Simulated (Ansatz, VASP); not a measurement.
# One calculation of AgCl, two programs

INCAR

```
PREC = Accurate
ENCUT = 520
EDIFF = 1E-8
ISMEAR = -1
SIGMA = 0.02
LREAL = F
LASPH = T
NELM = 80
ALGO = Normal
ISIF = 2
LWAVE = F
LCHARG = F
LEFG = T
NBANDS = 16
```

The input KPOINTS:

```
Automatic mesh
0
Gamma
  8 8 8
```

POSCAR

```
AgCl
1.0
    0.0000000000      2.7165392174      2.7165392174
    2.7165392174      0.0000000000      2.7165392174
    2.7165392174      2.7165392174      0.0000000000
Ag Cl
1 1
Direct
    0.5000000000      0.5000000000      0.5000000000
    0.0000000000      0.0000000000      0.0000000000
```

Input for Ansatz:

```yaml
crystal:
  lattice:
    - [0.0, 2.7165392174, 2.7165392174]
    - [2.7165392174, 0.0, 2.7165392174]
    - [2.7165392174, 2.7165392174, 0.0]
  atoms:
    - { symbol: Ag, position: [0.5, 0.5, 0.5] }
    - { symbol: Cl, position: [0.0, 0.0, 0.0] }
kpoints:
  mp_grid: { grid: [8, 8, 8] }
scf:
  occupations: { method: fermi_dirac, width: 0.02 }
hamiltonian:
  xc: lda
  pseudopotentials: { kind: all_electron, datasets: crystal }
output:
  forces: true
  stress: true
  eigenvalues: true
  efg: { contact_densities: true }
```

Change from the starting cell: volume scaled by 0.94, crystal datasets.

Alike in both runs: task electric field gradients; functional LDA; k mesh 8 × 8 × 8; occupations fermi-dirac, width 0.02 eV; no spin polarisation.

|  | VASP | Ansatz |
| --- | --- | --- |
| version | VASP 6.6.1 | Ansatz 0.2.0 |
| potentials or method | VASP PAW LDA potentials, release 64 (Ag, Cl), cutoff 520 eV | all-electron PAW with datasets made for the crystal, scalar-relativistic |

|  | VASP | Ansatz | Ansatz less VASP |
| --- | --- | --- | --- |
| pressure (GPa) | -2.7 | -2.7 | +0.01 |

LDA's correlation is that of Perdew and Zunger in VASP and of Perdew and Wang (1992) in Ansatz. Ansatz ran all-electron here, and VASP with PAW potentials.
